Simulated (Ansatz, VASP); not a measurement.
# One calculation of Sn2Sb3Te2, two programs

```
CELL_PARAMETERS angstrom
2.21982 1.28161 12.72033
-2.21982 1.28161 12.72033
0.00000 -2.56323 12.72033
ATOMIC_POSITIONS crystal
Sn 0.71170 0.71170 0.71170
Sn 0.28830 0.28830 0.28830
Sb 0.00000 0.00000 0.00000
Sb 0.14675 0.14675 0.14675
Sb 0.85325 0.85325 0.85325
Te 0.42410 0.42410 0.42410
Te 0.57590 0.57590 0.57590
```

Alike in both runs: functional PBE; k mesh 4 × 4 × 4; occupations gaussian, width 0.2 eV; no spin polarisation.

Ansatz relaxed the structure, and its values are those at the end. VASP's run is a single point on that final structure, the one shown.

|  | VASP | Ansatz |
| --- | --- | --- |
| version | VASP 6.6.1 | Ansatz 0.2.0 |
| potentials or method | VASP PAW PBE potentials, release 64 (Sn_d, Sb, Te), cutoff 520 eV | scalar-relativistic, plane waves, PAW |
| valence electrons in the cell | 55 | 105 |

```tsv
	VASP	Ansatz	Ansatz less VASP
gap on the k mesh at the Fermi level (eV)	none	none	-
pressure (GPa)	-0.1	-0.1	+0.01
rms of the force components (eV/Å)	0.024	0.017	-0.0070
```

A gap of «none» marks a metal or a gap that the smearing closes. VASP's potentials hold 55 valence electrons a cell and Ansatz's 105, so a difference there can come from the potentials and not from the codes.

The k mesh is coarse, so the values compare programs but aren't converged. Spin-orbit coupling is off throughout.
